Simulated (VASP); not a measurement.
Here is a VASP 6.6.1 calculation.

The input INCAR:

```
SYSTEM = Ga2O3
PREC = Accurate ; ENCUT = 520
EDIFF = 1E-7 ; ISMEAR = 0
SIGMA = 0.05 ; LREAL = .FALSE.
LASPH = .TRUE. ; NELM = 60
ALGO = Normal ; ISIF = 2
LWAVE = .FALSE. ; LCHARG = .TRUE.
GGA = PE ; LELF = .TRUE.
LVHAR = .TRUE. ; NBANDS = 55
```

The input KPOINTS:

```
regular mesh
0
G
  6 6 6
  0 0 0
```

Contents of POSCAR:

```
Ga2O3
1.0
    2.4022883282      1.3869618130      4.7680869745
   -2.4022883282      1.3869618130      4.7680869745
    0.0000000000     -2.7739236259      4.7680869745
Ga O
4 6
Direct
    0.3558687539      0.3558687539      0.3558687539
    0.1441312461      0.1441312461      0.1441312461
    0.6441312461      0.6441312461      0.6441312461
    0.8558687539      0.8558687539      0.8558687539
    0.5531733332      0.9468266668      0.2500000000
    0.2500000000      0.5531733332      0.9468266668
    0.9468266668      0.2500000000      0.5531733332
    0.4468266668      0.0531733332      0.7500000000
    0.7500000000      0.4468266668      0.0531733332
    0.0531733332      0.7500000000      0.4468266668
```

Potentials or basis: VASP PAW PBE potentials, release 64 (Ga_d, O).

Run with:

```console
$ cat potpaw_PBE.64/Ga_d/POTCAR potpaw_PBE.64/O/POTCAR > POTCAR
$ mpirun -np 1 vasp_std > vasp.out
```

**Question.** Predict the pressure.

**Answer.** 15.7 GPa.

**Question.** Estimate the band gap on the k mesh.

**Answer.** 2.70 eV, indirect (least direct gap 2.78 eV).

**Question.** What does it give for the largest force?

**Answer.** 0.585 eV/Å.

Forces in eV/Å, atoms in the order of the input:
```
Ga   0.000  0.000 -0.585
Ga   0.000  0.000  0.585
Ga   0.000  0.000  0.585
Ga   0.000  0.000 -0.585
O   -0.034  0.000  0.000
O    0.017 -0.029  0.000
O    0.017  0.029  0.000
O    0.034  0.000  0.000
O   -0.017  0.029  0.000
O   -0.017 -0.029  0.000
```

Caveat: the cell differs from its parent crystal (strain -0.050 along x and y, +0.050 along z). A k mesh can miss the band edges.
